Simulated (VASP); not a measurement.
## Al: single point with PBE

Al:

```
CELL_PARAMETERS angstrom
-2.64725 2.64725 1.36643
2.64725 -2.64725 1.36643
2.64725 2.64725 -1.36643
ATOMIC_POSITIONS crystal
Al 0.00000 0.00000 0.00000
Al 0.75000 0.25000 0.50000
```

* Program: VASP 6.6.1
* Task: single point
* Functional: PBE
* Potentials or basis: VASP PAW PBE potentials, release 64 (Al)
* Cutoff: 520 eV
* k mesh: 8 × 8 × 8
* Occupations: gaussian, width 0.1 eV
* Spin: no spin polarisation
* Dipole correction: no
* Further INCAR settings: ALGO = Fast; EDIFF = 1e-07; NBANDS = 10

| Property | Result |
| --- | --- |
| Pressure | 0.1 GPa |
| Band gap on the k mesh | zero (band 3 reaches 8.72 eV, above the bottom of band 4 at 1.96 eV) |

Stress tensor (GPa, compression positive):
```
0.14 0.00 0.00
0.00 0.14 0.00
0.00 0.00 0.04
```

Levels at points of the mesh, in eV from the Fermi level:
```tsv
k point	band 1	band 2	band 3	band 4	band 5	band 6	band 7
(0.00, 0.00, 0.00)	-9.97	-0.48	-0.48	0.11	2.14	8.29	9.66
(0.50, 0.00, 0.00)	-3.87	-3.82	0.15	0.86	1.24	2.33	6.04
(0.50, 0.50, 0.00)	-7.37	-7.37	1.89	1.89	3.54	3.54	10.77
(0.50, 0.50, 0.50)	-5.26	-5.26	-4.32	-4.32	8.39	8.39	13.52
```

Wall time 32 s on 1 thread of Intel(R) Xeon(R) Platinum 8488C (Sapphire Rapids), with other jobs on the host, peak memory 0.16 GiB.
